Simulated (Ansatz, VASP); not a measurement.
## One calculation of B4N3, two programs

```
B N
1.0
     4.88924    0.00000    0.00000
    -2.44462    4.23421    0.00000
     0.00000    0.00000    3.24649
B N
4 3
Direct
  0.33333 0.66667 0.00000
  0.66667 0.33333 0.00000
  0.00000 0.00000 0.75711
  0.00000 0.00000 0.24289
  0.50000 0.00000 0.00000
  0.00000 0.50000 0.00000
  0.50000 0.50000 0.00000
```

Alike in both runs: functional PBE; k mesh 5 × 5 × 4; occupations gaussian, width 0.2 eV; no spin polarisation.

Ansatz relaxed the structure, and its values are those at the end. VASP's run is a single point on that final structure, the one shown.

|  | VASP | Ansatz |
| --- | --- | --- |
| version | VASP 6.6.1 | Ansatz 0.2.0 |
| potentials or method | VASP PAW PBE potentials, release 64 (B, N), cutoff 600 eV | scalar-relativistic, plane waves, PAW |
| valence electrons in the cell | 27 | 27 |

VASP gave:

| Item | Value |
| --- | --- |
| gap on the k mesh at the Fermi level (eV) | none |
| pressure (GPa) | 0.0 |
| rms of the force components (eV/Å) | 0.019 |

Q: Which values does Ansatz return?

A: gap on the k mesh at the Fermi level (eV): none; pressure (GPa): 0.2; rms of the force components (eV/Å): 0.017.

A gap of «none» marks a metal or a gap that the smearing closes.

The k mesh is coarse, so the values compare programs but aren't converged.
